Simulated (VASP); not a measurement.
# Cd (P6_3/mmc) in VASP: further runs

The runs below take Cd through single point, with PBE+U, PBE.

Program: VASP 6.6.1. These are calculated values, not measurements. Logs are shortened: lines on timing, memory, paths and dates and some standing lists are left out, and cuts for length are marked.

## (1) The cell of the first run

The structure is hexagonal, space group P6_3/mmc (No. 194). The conventional cell has a = 2.979 Å, b = 2.979 Å, c = 5.618 Å, α = 90.00°, β = 90.00°, γ = 120.00°. Within 3.9 Å of Cd (site symmetry -6m2) lie 12 Cd at 2.98 to 3.29 Å.

## (2) Single point, PBE+U

Contents of INCAR:

```
SYSTEM = Cd
PREC     = Accurate       ! precision mode
ENCUT    = 520            ! plane-wave cutoff, eV
EDIFF    = 1E-6           ! SCF threshold, eV
ISMEAR   = 0              ! smearing method
SIGMA    = 0.1            ! smearing width, eV
LREAL    = .False.        ! projectors in reciprocal space
LASPH    = .True.         ! aspherical terms in the spheres
NELM     = 150            ! most SCF steps
ALGO     = Normal         ! electronic algorithm
ISIF     = 2              ! what is computed and relaxed
LWAVE    = .False.        ! write WAVECAR
LCHARG   = .False.        ! write CHGCAR
LDAU     = .True.         ! DFT+U
LDAUTYPE = 2            
LDAUL    = 2              ! shell
LDAUU    = 1.4            ! U, eV
LDAUJ    = 0            
LDAUPRINT= 1            
GGA      = PE             ! functional
NBANDS   = 19             ! bands
```

Contents of KPOINTS:

```
Automatic mesh
0
Gamma
  6 6 4
  0 0 0
```

Contents of POSCAR:

```
Cd
1.0
    2.9788725081      0.0000000000      0.0000000000
   -1.4894362540      2.5797792666      0.0000000000
    0.0000000000      0.0000000000      5.6176500000
Cd
2
Direct
    0.3333333333      0.6666666667      0.2500000000
    0.6666666667      0.3333333333      0.7500000000
```

Potentials or basis: VASP PAW PBE potentials, release 64 (Cd).

Launch:

```bash
> cat potpaw_PBE.64/Cd/POTCAR > POTCAR
> mpirun -np 1 vasp_std > vasp.out
```

OUTCAR:

```text
SYSTEM = Cd
   PREC = Accurate
   ENCUT = 520
   EDIFF = 1E-6
   ISMEAR = 0
   LREAL = .False.
   LASPH = .True.
   NELM = 150
   ISIF = 2
   GGA = PE

 ion  position               nearest neighbor table
   1  0.333  0.667  0.250-   2 3.29   2 3.29   2 3.29   2 3.29   2 3.29   2 3.29
   2  0.667  0.333  0.750-   1 3.29   1 3.29   1 3.29   1 3.29   1 3.29   1 3.29

  LATTYP: Found a hexagonal cell.
 ALAT       =     2.9788725081
 C/A-ratio  =     1.8858309594

  Lattice vectors:

 A1 = (   2.9788725081,   0.0000000000,   0.0000000000)
 A2 = (  -1.4894362540,   2.5797792666,   0.0000000000)
 A3 = (   0.0000000000,   0.0000000000,   5.6176500000)

Analysis of symmetry for initial positions (statically):
=====================================================================
 Subroutine PRICEL returns:
 Original cell was already a primitive cell.

 Routine SETGRP: Setting up the symmetry group for a
 hexagonal supercell.

 Subroutine GETGRP returns: Found 24 space group operations
 (whereof 12 operations were pure point group operations)
 out of a pool of 24 trial point group operations.

The static configuration has the point symmetry D_3d.
 The point group associated with its full space group is D_6h.

Analysis of symmetry for dynamics (positions and initial velocities):
=====================================================================
 Subroutine PRICEL returns:
 Original cell was already a primitive cell.

 Routine SETGRP: Setting up the symmetry group for a
 hexagonal supercell.

 Subroutine GETGRP returns: Found 24 space group operations
 (whereof 12 operations were pure point group operations)
 out of a pool of 24 trial point group operations.

The dynamic configuration has the point symmetry D_3d.
 The point group associated with its full space group is D_6h.

 Subroutine INISYM returns: Found 24 space group operations
 (whereof 12 operations are pure point group operations),
 and found     1 'primitive' translations

----------------------------------------------------------------------------------------

                                     Primitive cell

  volume of cell :      43.1707

  direct lattice vectors                    reciprocal lattice vectors
     2.978872508  0.000000000  0.000000000     0.335697482  0.193815032  0.000000000
    -1.489436254  2.579779267  0.000000000     0.000000000  0.387630063  0.000000000
     0.000000000  0.000000000  5.617650000     0.000000000  0.000000000  0.178010378

  length of vectors
     2.978872508  2.978872508  5.617650000     0.387630063  0.387630063  0.178010378

  position of ions in fractional coordinates (direct lattice)
     0.333333333  0.666666667  0.250000000
     0.666666667  0.333333333  0.750000000

  ion indices of the primitive-cell ions
   primitive index   ion index
                 1           1
                 2           2

----------------------------------------------------------------------------------------

 KPOINTS: Automatic mesh

Automatic generation of k-mesh.
 Grid dimensions read from file:
 generate k-points for:    6    6    4

 Generating k-lattice:

  Cartesian coordinates                     Fractional coordinates (reciprocal lattice)
     0.055949580  0.032302505  0.000000000     0.166666667  0.000000000  0.000000000
     0.000000000  0.064605011  0.000000000     0.000000000  0.166666667  0.000000000
     0.000000000  0.000000000  0.044502595     0.000000000  0.000000000  0.250000000

  Length of vectors
     0.064605011  0.064605011  0.044502595

  Shift w.r.t. Gamma in fractional coordinates (k-lattice)
     0.000000000  0.000000000  0.000000000

 Subroutine IBZKPT returns following result:
 ===========================================

 Found     21 irreducible k-points:

 Following reciprocal coordinates:
[... 43 lines left out ...]
   NSW    =      0    number of steps for IOM
   IBRION =     -1    ionic relax: 0-MD 1-quasi-New 2-CG
   NFREE  =      0    steps in history (QN), initial steepest desc. (CG)
   ISIF   =      2    stress and relaxation
   ISYM   =      2    0-nonsym 1-usesym 2-fastsym
   POTIM  = 0.5000    time-step for ionic-motion
   TEBEG  =    0.0;   TEEND  =   0.0 temperature during run
   PSTRESS=    0.0 pullay stress
   NELECT =      24.0000    total number of electrons
   NUPDOWN=      -1.0000    fix difference up-down
   EMIN   =  10.00;   EMAX   =-10.00  energy-range for DOS
   EFERMI =   0.00;   METHOD = LEGACY
   ISMEAR =     0;   SIGMA  =   0.10  broadening in eV -4-tet -1-fermi 0-gaus
   EFERMI_NEDOS =   21; number of points for ismear=-14 and -15
   IALGO  =     38    algorithm
   IMIX   =      4    mixing-type and parameters
     AMIX     =   0.40;   BMIX     =  1.00
     AMIX_MAG =   1.60;   BMIX_MAG =  1.00
  volume/ion in A,a.u.               =      21.59       145.67
  Fermi-wavevector in a.u.,A,eV,Ry     =   1.346115  2.543789 24.654109  1.812026
  Thomas-Fermi vector in A             =   2.473973
   LORBIT       =      0    0 simple, 1 ext, 2 COOP (PROOUT), +10 PAW based schemes
 LDA+U is selected, type is set to LDAUTYPE =  2
   angular momentum for each species LDAUL =     2
   U (eV)           for each species LDAUU =   1.4
   J (eV)           for each species LDAUJ =   0.0
   GGA     = PE    functional components
   LHFCALC =     F    Hartree Fock is set to
   AEXX    =    0.0000 exact exchange contribution
   IVDW    =     0    specifies the selected vdW correction
   LEPSILON=     F    determine dielectric tensor
   LRPA    =     F    only Hartree local field effects (RPA)
 non-spin polarized calculation
 Gauss-broadening in eV      SIGMA  =   0.10
  energy-cutoff  :      520.00
  volume of cell :       43.17
 maximum number of plane-waves:      1185
 NGX is ok and might be reduce to    24
   NGX = 11   NGY = 11   NGZ = 21

atom =   1  type =  1  l = 2

 onsite density matrix

spin component  1

  0.9564  0.0000 -0.0000  0.0000 -0.0000
  0.0000  0.9582 -0.0000  0.0000  0.0000
 -0.0000 -0.0000  0.9590  0.0000 -0.0000
  0.0000  0.0000  0.0000  0.9582  0.0000
 -0.0000  0.0000 -0.0000  0.0000  0.9564

spin component  2

  0.9564  0.0000 -0.0000  0.0000 -0.0000
  0.0000  0.9582 -0.0000  0.0000  0.0000
 -0.0000 -0.0000  0.9590  0.0000 -0.0000
  0.0000  0.0000  0.0000  0.9582  0.0000
 -0.0000  0.0000 -0.0000  0.0000  0.9564

 occupancies and eigenvectors

  o =  0.9564  v =  0.7809  0.0000  0.0000  0.0000  0.6247  0.0000  0.0000  0.0000  0.0000  0.0000      0.0000  0.0000  0.0000  0.0000  0.0000  0.0000  0.0000  0.0000  0.0000  0.0000
  o =  0.9564  v = -0.6247  0.0000  0.0000  0.0000  0.7809  0.0000  0.0000  0.0000  0.0000  0.0000      0.0000  0.0000  0.0000  0.0000  0.0000  0.0000  0.0000  0.0000  0.0000  0.0000
  o =  0.9564  v =  0.0000  0.0000  0.0000  0.0000  0.0000  0.7809  0.0000  0.0000  0.0000  0.6247      0.0000  0.0000  0.0000  0.0000  0.0000  0.0000  0.0000  0.0000  0.0000  0.0000
  o =  0.9564  v =  0.0000  0.0000  0.0000  0.0000  0.0000 -0.6247  0.0000  0.0000  0.0000  0.7809      0.0000  0.0000  0.0000  0.0000  0.0000  0.0000  0.0000  0.0000  0.0000  0.0000
  o =  0.9582  v =  0.0000 -0.9232 -0.0000  0.3842  0.0000  0.0000  0.0000  0.0000  0.0000  0.0000      0.0000  0.0000  0.0000  0.0000  0.0000  0.0000  0.0000  0.0000  0.0000  0.0000
  o =  0.9582  v =  0.0000  0.0000  0.0000  0.0000  0.0000  0.0000 -0.9232 -0.0000  0.3842  0.0000      0.0000  0.0000  0.0000  0.0000  0.0000  0.0000  0.0000  0.0000  0.0000  0.0000
  o =  0.9582  v =  0.0000  0.3842  0.0000  0.9232 -0.0000  0.0000  0.0000  0.0000  0.0000  0.0000      0.0000  0.0000  0.0000  0.0000  0.0000  0.0000  0.0000  0.0000  0.0000  0.0000
  o =  0.9582  v =  0.0000  0.0000  0.0000  0.0000  0.0000  0.0000  0.3842  0.0000  0.9232 -0.0000      0.0000  0.0000  0.0000  0.0000  0.0000  0.0000  0.0000  0.0000  0.0000  0.0000
  o =  0.9590  v =  0.0000  0.0000  0.0000  0.0000  0.0000  0.0000  0.0000 -1.0000 -0.0000  0.0000      0.0000  0.0000  0.0000  0.0000  0.0000  0.0000  0.0000  0.0000  0.0000  0.0000
  o =  0.9590  v =  0.0000  0.0000 -1.0000 -0.0000  0.0000  0.0000  0.0000  0.0000  0.0000  0.0000      0.0000  0.0000  0.0000  0.0000  0.0000  0.0000  0.0000  0.0000  0.0000  0.0000

atom =   2  type =  1  l = 2

 onsite density matrix

spin component  1

  0.9564 -0.0000 -0.0000  0.0000 -0.0000
 -0.0000  0.9582 -0.0000  0.0000  0.0000
 -0.0000 -0.0000  0.9590  0.0000 -0.0000
  0.0000  0.0000  0.0000  0.9582 -0.0000
 -0.0000  0.0000 -0.0000 -0.0000  0.9564

spin component  2

  0.9564 -0.0000 -0.0000  0.0000 -0.0000
 -0.0000  0.9582 -0.0000  0.0000  0.0000
 -0.0000 -0.0000  0.9590  0.0000 -0.0000
  0.0000  0.0000  0.0000  0.9582 -0.0000
 -0.0000  0.0000 -0.0000 -0.0000  0.9564

 occupancies and eigenvectors

  o =  0.9564  v =  0.9590  0.0000  0.0000  0.0000  0.2835  0.0000  0.0000  0.0000  0.0000  0.0000      0.0000  0.0000  0.0000  0.0000  0.0000  0.0000  0.0000  0.0000  0.0000  0.0000
  o =  0.9564  v =  0.0000  0.0000  0.0000  0.0000  0.0000  0.9590  0.0000  0.0000  0.0000  0.2835      0.0000  0.0000  0.0000  0.0000  0.0000  0.0000  0.0000  0.0000  0.0000  0.0000
  o =  0.9564  v =  0.2835 -0.0000 -0.0000 -0.0000 -0.9590  0.0000  0.0000  0.0000  0.0000  0.0000      0.0000  0.0000  0.0000  0.0000  0.0000  0.0000  0.0000  0.0000  0.0000  0.0000
  o =  0.9564  v =  0.0000  0.0000  0.0000  0.0000  0.0000  0.2835 -0.0000 -0.0000 -0.0000 -0.9590      0.0000  0.0000  0.0000  0.0000  0.0000  0.0000  0.0000  0.0000  0.0000  0.0000
  o =  0.9582  v =  0.0000 -0.9232  0.0000  0.3842  0.0000  0.0000  0.0000  0.0000  0.0000  0.0000      0.0000  0.0000  0.0000  0.0000  0.0000  0.0000  0.0000  0.0000  0.0000  0.0000
  o =  0.9582  v =  0.0000  0.0000  0.0000  0.0000  0.0000  0.0000 -0.9232  0.0000  0.3842  0.0000      0.0000  0.0000  0.0000  0.0000  0.0000  0.0000  0.0000  0.0000  0.0000  0.0000
  o =  0.9582  v = -0.0000 -0.3842  0.0000 -0.9232  0.0000  0.0000  0.0000  0.0000  0.0000  0.0000      0.0000  0.0000  0.0000  0.0000  0.0000  0.0000  0.0000  0.0000  0.0000  0.0000
  o =  0.9582  v =  0.0000  0.0000  0.0000  0.0000  0.0000 -0.0000 -0.3842  0.0000 -0.9232  0.0000      0.0000  0.0000  0.0000  0.0000  0.0000  0.0000  0.0000  0.0000  0.0000  0.0000
  o =  0.9590  v =  0.0000  0.0000  0.0000  0.0000  0.0000  0.0000 -0.0000 -1.0000 -0.0000  0.0000      0.0000  0.0000  0.0000  0.0000  0.0000  0.0000  0.0000  0.0000  0.0000  0.0000
  o =  0.9590  v =  0.0000 -0.0000 -1.0000 -0.0000  0.0000  0.0000  0.0000  0.0000  0.0000  0.0000      0.0000  0.0000  0.0000  0.0000  0.0000  0.0000  0.0000  0.0000  0.0000  0.0000

 number of electron      23.9999993 magnetization

 Free energy of the ion-electron system (eV)
  ---------------------------------------------------
  ext. energy  EPLUGINS =         0.00000000
  ---------------------------------------------------
  free energy    TOTEN  =        -0.83226972 eV

  energy without entropy =       -0.82877401  energy(sigma->0) =       -0.83052187

 E-fermi :   3.2487     XC(G=0): -11.0104

 val. band max:        3.0225749507   @ k =   0.0000   0.0000   0.2500
 cond. band min:       3.2787418897   @ k =   0.3333   0.3333   0.2500
 fundamental gap:      0.2561669391
 Fermi energy:         3.2486639140

 k-point     1 :       0.0000    0.0000    0.0000
  band No.  band energies     occupation
      1      -7.3978      2.00000
      2      -7.1615      2.00000
      3      -6.8450      2.00000
      4      -6.8450      2.00000
      5      -6.7960      2.00000
      6      -6.7960      2.00000
[... 439 lines left out ...]
      6      -6.6226      2.00000
[... 11 lines left out ...]
     18      12.8794      0.00000
     19      14.8909      0.00000

------------------------ aborting loop because EDIFF is reached ----------------------------------------

  FORCE on cell =-STRESS in cart. coord.  units (eV):
  Direction    XX          YY          ZZ          XY          YZ          ZX
  --------------------------------------------------------------------------------------
  -------------------------------------------------------------------------------------
  Total        1.2598291      1.2598291      1.0008827      0.0000000     -0.0000000     -0.0000000
  in kB       46.7555384     46.7555384     37.1453656      0.0000000     -0.0000000     -0.0000000
  external PRESSURE =      43.5521474 kB  Pullay stress =       0.0000000 kB

 VOLUME and BASIS-vectors are now :
 -----------------------------------------------------------------------------
  energy-cutoff  :      520.00
  volume of cell :       43.17
      direct lattice vectors                 reciprocal lattice vectors
     2.978872508  0.000000000  0.000000000     0.335697482  0.193815032  0.000000000
    -1.489436254  2.579779267  0.000000000     0.000000000  0.387630063  0.000000000
     0.000000000  0.000000000  5.617650000     0.000000000  0.000000000  0.178010378

 POSITION                                       TOTAL-FORCE (eV/Angst)
 -----------------------------------------------------------------------------------
     -0.00000      1.71985      1.40441         0.000000     -0.000000      0.000000
      1.48944      0.85993      4.21324        -0.000000      0.000000      0.000000
 -----------------------------------------------------------------------------------
    total drift:                                0.000000     -0.000000      0.000000

  FREE ENERGIE OF THE ION-ELECTRON SYSTEM (eV)
  ---------------------------------------------------
  free  energy   TOTEN  =        -0.8322697222 eV

  energy  without entropy=       -0.8287740106  energy(sigma->0) =       -0.83052187
```

Wall time 32 s (1 thread of AMD EPYC 7R13, shared host); peak memory 0.13 GiB.

What came out:

| Property | Result |
| --- | --- |
| Free energy | -0.8323 eV |
| Pressure | 4.4 GPa |
| Band gap on the k mesh | zero (band 12 reaches 3.98 eV, above the bottom of band 13 at -0.05 eV) |

Stress tensor (GPa, compression positive):
```
4.68 0.00 0.00
0.00 4.68 0.00
0.00 0.00 3.71
```

Levels at points of the mesh, in eV from the Fermi level:
```tsv
k point	band 9	band 10	band 11	band 12	band 13	band 14	band 15	band 16
(0.00, 0.00, 0.00)	-9.33	-9.33	-9.16	-3.38	-3.30	10.31	14.18	14.33
(0.50, 0.00, 0.00)	-9.08	-9.05	-2.62	-2.16	1.72	2.74	2.89	4.86
(0.00, 0.00, 0.50)	-9.44	-9.44	-7.67	-7.67	3.40	3.40	14.52	14.52
(0.50, 0.00, 0.50)	-9.06	-9.06	-1.80	-1.80	-0.25	-0.25	7.84	7.84
```

Eigenvalues of the final occupation matrices:
```csv
site,spin,trace,eigenvalues
site 1 d,1,4.79,0.96 0.96 0.96 0.96 0.96
site 1 d,2,4.79,0.96 0.96 0.96 0.96 0.96
site 2 d,1,4.79,0.96 0.96 0.96 0.96 0.96
site 2 d,2,4.79,0.96 0.96 0.96 0.96 0.96
```

Caveat: the k points lie up to 0.41 Å⁻¹ apart; U without spin polarisation on a metal has little footing; the U is typed as a test and isn't derived for this compound.

## (3) Single point, PBE

Contents of INCAR:

```
PREC = Accurate
ENCUT = 540
EDIFF = 1E-6
ISMEAR = 0
SIGMA = 0.1
LREAL = F
LASPH = T
NELM = 120
ALGO = Normal
ISIF = 2
LWAVE = F
LCHARG = F
GGA = PE
ISYM = 0
NBANDS = 27
GGA_COMPAT = F
```

Contents of KPOINTS:

```
Automatic mesh
0
Gamma
  3 3 1
  0.36 0.28 0.47
```

POSCAR is that of step 2.

Potentials or basis: VASP PAW PBE potentials, release 64 (Cd_sv_GW).

Launch:

```bash
> cat potpaw_PBE.64/Cd_sv_GW/POTCAR > POTCAR
> mpirun -np 1 vasp_std > vasp.out
```

It used 100 s of CPU time on 1 thread of AMD EPYC 7R13 Processor (Zen 3), on a shared host.

The run converged. Its results:

| Quantity | Value |
| --- | --- |
| Free energy | -2.0667 eV |
| Pressure | -6.0 GPa |
| Band gap on the k mesh | 1.31 eV, indirect (least direct gap 1.40 eV) |

Stress tensor (GPa, compression positive):
```
 -0.31   0.00   0.00
  0.00  -0.31   0.00
  0.00   0.00 -17.50
```

Levels at points of the mesh, in eV from the valence-band top:
```
           k point  band 17  band 18  band 19  band 20  band 21  band 22  band 23  band 24
(0.12, 0.09, 0.47)    -7.61    -7.59    -5.51    -5.16     5.17     6.08    11.33    11.62
```

Caveat: the k points lie up to 1.12 Å⁻¹ apart.
